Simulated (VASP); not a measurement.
Input of a VASP 6.6.1 run:

The input INCAR:

```
  PREC = Accurate
  ENCUT = 600
  EDIFF = 1E-7
  ISMEAR = -1
  SIGMA = 0.08
  LREAL = F
  LASPH = T
  NELM = 100
  ALGO = Normal
  ISIF = 3
  LWAVE = F
  LCHARG = F
  GGA = PE
  IBRION = 2
  NSW = 60
  EDIFFG = -0.005
```

The input KPOINTS:

```
Automatic mesh
0
Gamma
  11 11 11
```

File POSCAR:

```
Zr
1.0
    0.0000000000      3.0812078526      3.0812078526
    3.0812078526      0.0000000000      3.0812078526
    3.0812078526      3.0812078526      0.0000000000
Zr
2
Direct
   -0.1250000000     -0.1250000000     -0.1250000000
    0.1250000000      0.1250000000      0.1250000000
```

Potentials or basis: VASP PAW PBE potentials, release 64 (Zr_sv).

Run with:

```bash
$ cat potpaw_PBE.64/Zr_sv/POTCAR > POTCAR
$ mpirun -np 1 vasp_std > vasp.out
```

What does it give for the relaxed cell?

a = 4.445 Å, b = 4.445 Å, c = 4.445 Å, α = 60.00°, β = 60.00°, γ = 60.00°.

What does it give for the band gap on the k mesh?

Zero (bands 12 and 13 overlap by 0.17 eV).

Step by step:
```
step  energy change (eV)  largest force (eV/Å)  pressure (GPa)  volume (Å³)
   1              0.0000                0.0000            2.35        58.50
   2             -0.0255                0.0000           -0.05        62.21
   3             -0.0256                0.0000            0.00        62.12
```
